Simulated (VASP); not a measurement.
Runs of VASP 6.6.1 on In2O3. The structure is that of space group R-3c (No. 167), or close to it. The cells are those of the table. 

```tsv
cell	gap on the mesh (eV)	pressure (GPa)	largest force (eV/Å)
a = 5.723 Å, angles 62.0°, 10 atoms	0.21	-16.8	0.45
a = 6.126 Å, angles 55.2°, 10 atoms	0.29	-19.3	0.39
a = 5.965 Å, angles 56.9°, 10 atoms	(b)	-16.3	(a)
a = 5.806 Å, angles 58.6°, 10 atoms	0.70	-12.2	0.08
a = 6.059 Å, angles 53.6°, 10 atoms	0.73	-10.2	0.56
a = 5.878 Å, angles 60.2°, 10 atoms	0.12	-20.3	0.05
```

Alike in all rows: task single point; level LDA; potentials or basis VASP PAW LDA potentials, release 64 (In_d, O); no spin polarisation; k mesh 6 × 6 × 6; cutoff (eV) 520; smearing gaussian 0.05 eV.

**Question.** Fill in the values left out.

**Answer.** (a) 0.22; (b) 0.52.

Caveats: spin-orbit coupling is left out, which moves the levels of the heavy elements.

A k mesh can miss the band edges, and the runs leave out spin-orbit coupling on In.
